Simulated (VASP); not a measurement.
# Rh (I4/mmm) in VASP: a series of runs, part 2 of 2

VASP 6.6.1.

## (3) Single point, PBEsol (strain +0.025 along x and y, -0.025 along z)

INCAR reads:

```
SYSTEM = Rh
PREC = Accurate ; ENCUT = 520
EDIFF = 1E-6 ; ISMEAR = 0
SIGMA = 0.15 ; LREAL = .False.
LASPH = .True. ; NELM = 60
ALGO = Fast ; ISIF = 2
LWAVE = .False. ; LCHARG = .False.
GGA = PS ; NBANDS = 14
```

KPOINTS reads:

```
regular mesh
0
Gamma
  28 28 28
  0 0 0
```

POSCAR reads:

```
Rh
1.0
    0.0000000000      1.9372464942      1.8427466652
    1.9372464942      0.0000000000      1.8427466652
    1.9372464942      1.9372464942      0.0000000000
Rh
1
Direct
    0.0000000000      0.0000000000      0.0000000000
```

Potentials or basis: VASP PAW PBE potentials, release 64 (Rh_pv).

Run with:

```bash
cat potpaw_PBE.64/Rh_pv/POTCAR > POTCAR
mpirun -np 1 vasp_std > vasp.out
```

Wall time 2.1 min (1 thread of AMD EPYC 9R45 (Zen 5), shared host); peak memory 0.34 GiB.

It converged, with:

- Free energy: -8.1214 eV
- Pressure: -6.4 GPa
- Band gap on the k mesh: zero (an odd number of electrons rules out a gap without spin polarisation)

Stress tensor (GPa, compression positive):
```
-10.23   0.00   0.00
  0.00 -10.23   0.00
  0.00   0.00   1.30
```

Levels at points of the mesh, in eV from the Fermi level:
```csv
k point,band 4,band 5,band 6,band 7,band 8,band 9,band 10,band 11
"(0.00, 0.00, 0.00)",-8.00,-3.22,-3.22,-2.70,-1.30,-0.67,15.99,20.40
"(0.50, 0.00, 0.00)",-6.11,-3.41,-2.83,0.43,0.67,0.72,8.55,15.40
"(0.50, 0.50, 0.00)",-6.29,-5.95,0.54,1.01,1.01,3.91,12.60,12.60
"(0.50, 0.00, 0.50)",-6.28,-5.88,0.55,0.75,1.18,2.83,11.69,13.26
```

Caveat: the cell differs from its parent crystal (strain +0.025 along x and y, -0.025 along z); the cell stands under tension; the PAW data sets were made with another functional, which shifts forces and pressure a little.

## (4) Single point, PBEsol (strain +0.050 along x and y, -0.050 along z)

INCAR reads:

```
SYSTEM = Rh
PREC     = Accurate       ! precision mode
ENCUT    = 520            ! plane-wave cutoff, eV
EDIFF    = 1E-7           ! SCF threshold, eV
ISMEAR   = 0              ! smearing method
SIGMA    = 0.15           ! smearing width, eV
LREAL    = .False.        ! projectors in reciprocal space
LASPH    = .True.         ! aspherical terms in the spheres
NELM     = 80             ! most SCF steps
ALGO     = Fast           ! electronic algorithm
ISIF     = 2              ! what is computed and relaxed
LWAVE    = .False.        ! write WAVECAR
LCHARG   = .False.        ! write CHGCAR
GGA      = PS             ! functional
NBANDS   = 14             ! bands
```

KPOINTS reads:

```
Automatic mesh
0
Gamma
  28 28 28
  0 0 0
```

POSCAR reads:

```
Rh
1.0
    0.0000000000      1.9844964087      1.7954967507
    1.9844964087      0.0000000000      1.7954967507
    1.9844964087      1.9844964087      0.0000000000
Rh
1
Direct
    0.0000000000      0.0000000000      0.0000000000
```

Potentials or basis: VASP PAW PBE potentials, release 64 (Rh_pv).

Run with:

```bash
cat potpaw_PBE.64/Rh_pv/POTCAR > POTCAR
mpirun -np 1 vasp_std > vasp.out
```

OUTCAR:

```text
SYSTEM = Rh
   PREC = Accurate
   ENCUT = 520
   EDIFF = 1E-7
   ISMEAR = 0
   LREAL = .False.
   LASPH = .True.
   NELM = 80
   ISIF = 2
   GGA = PS

 ion  position               nearest neighbor table
   1  0.000  0.000  0.000-

  LATTYP: Found a body centered tetragonal cell.
 ALAT       =     2.8065017357
 C/A-ratio  =     1.2795265564

  Lattice vectors:

 A1 = (   0.0000000000,  -1.9844964087,  -1.7954967507)
 A2 = (   0.0000000000,   1.9844964087,  -1.7954967507)
[... 589 lines left out ...]

 [... further k-points ...]

------------------------ aborting loop because EDIFF is reached ----------------------------------------

  FORCE on cell =-STRESS in cart. coord.  units (eV):
  Direction    XX          YY          ZZ          XY          YZ          ZX
  --------------------------------------------------------------------------------------
  -------------------------------------------------------------------------------------
  Total       -1.5340418     -1.5340418      0.2101386      0.0000000     -0.0000000     -0.0000000
  in kB     -173.7930920   -173.7930920     23.8068122      0.0000000     -0.0000000     -0.0000000
  external PRESSURE =    -107.9264573 kB  Pullay stress =       0.0000000 kB

 VOLUME and BASIS-vectors are now :
 -----------------------------------------------------------------------------
  energy-cutoff  :      520.00
  volume of cell :       14.14
      direct lattice vectors                 reciprocal lattice vectors
     0.000000000  1.984496409  1.795496751    -0.251953089  0.251953089  0.278474467
     1.984496409  0.000000000  1.795496751     0.251953089 -0.251953089  0.278474467
     1.984496409  1.984496409  0.000000000     0.251953089  0.251953089 -0.278474467

 POSITION                                       TOTAL-FORCE (eV/Angst)
 -----------------------------------------------------------------------------------
      0.00000      0.00000      0.00000         0.000000      0.000000      0.000000
 -----------------------------------------------------------------------------------
    total drift:                                0.000000     -0.000000     -0.000000

  FREE ENERGIE OF THE ION-ELECTRON SYSTEM (eV)
  ---------------------------------------------------
  free  energy   TOTEN  =        -8.0583337828 eV

  energy  without entropy=       -8.0416592552  energy(sigma->0) =       -8.04999652
```

OSZICAR:

```text
N       E                     dE             d eps       ncg     rms          rms(c)
DAV:   1     0.119092108288E+03    0.11909E+03   -0.87820E+03 46146   0.114E+03
DAV:   2    -0.710735467617E+01   -0.12620E+03   -0.12063E+03 50710   0.339E+02
DAV:   3    -0.868014527504E+01   -0.15728E+01   -0.15700E+01 55252   0.416E+01
DAV:   4    -0.868604642138E+01   -0.59011E-02   -0.59008E-02 53254   0.261E+00
DAV:   5    -0.868609928081E+01   -0.52859E-04   -0.52860E-04 54916   0.218E-01    0.103E+01
RMM:   6    -0.807941249378E+01    0.60669E+00   -0.10128E+00 49241   0.975E+00    0.319E+00
RMM:   7    -0.806270648521E+01    0.16706E-01   -0.32538E-02 51421   0.193E+00    0.150E+00
RMM:   8    -0.805870984762E+01    0.39966E-02   -0.71465E-03 54369   0.971E-01    0.232E-01
RMM:   9    -0.805832348482E+01    0.38636E-03   -0.87901E-04 56194   0.321E-01    0.939E-03
RMM:  10    -0.805833476245E+01   -0.11278E-04   -0.89055E-05 56398   0.117E-01    0.863E-03
RMM:  11    -0.805833420480E+01    0.55764E-06   -0.39512E-06 57298   0.241E-02    0.310E-03
RMM:  12    -0.805833386874E+01    0.33606E-06   -0.72286E-07 51758   0.106E-02    0.716E-04
RMM:  13    -0.805833378277E+01    0.85972E-07   -0.77335E-08 38927   0.338E-03
   1 F= -.80583338E+01 E0= -.80499965E+01  d E =-.166745E-01
```

Wall time 2.4 min (1 thread of AMD EPYC 9R45 (Zen 5), shared host); peak memory 0.36 GiB.

Results:

| Item | Value |
| --- | --- |
| Free energy | -8.0583 eV |
| Pressure | -10.8 GPa |
| Band gap on the k mesh | zero (an odd number of electrons rules out a gap without spin polarisation) |

Stress tensor (GPa, compression positive):
```
-17.38   0.00   0.00
  0.00 -17.38   0.00
  0.00   0.00   2.38
```

Caveat: the cell differs from its parent crystal (strain +0.050 along x and y, -0.050 along z); the cell stands under tension; the PAW data sets were made with another functional, which shifts forces and pressure a little.

## (5) Overview

| cell | further INCAR settings | gap on the mesh (eV) | pressure (GPa) |
| --- | --- | --- | --- |
| a = 2.641, b = 2.641, c = 2.740 Å, angles 58.8, 58.8, 62.5°, 1 atom | ALGO = Fast; EDIFF = 1e-07; NBANDS = 14 | none | 1.4 |
| a = 2.674, b = 2.674, c = 2.740 Å, angles 59.2, 59.2, 61.6°, 1 atom | ALGO = Fast; EDIFF = 1e-06; NBANDS = 14 | none | -6.4 |
| a = 2.676, b = 2.676, c = 2.807 Å, angles 58.4, 58.4, 63.2°, 1 atom | ALGO = Fast; EDIFF = 1e-07; NBANDS = 14 | none | -10.8 |

Alike in all rows: task single point; level PBEsol; potentials or basis VASP PAW PBE potentials, release 64 (Rh_pv); no spin polarisation; k mesh 28 × 28 × 28; cutoff (eV) 520; smearing gaussian 0.15 eV.

Caveats: the PAW data sets were made with another functional, which shifts forces and pressure a little; the cell stands under tension (at least some runs).

Total energies depend on the potentials used, so only differences within one code and one set of settings carry meaning.
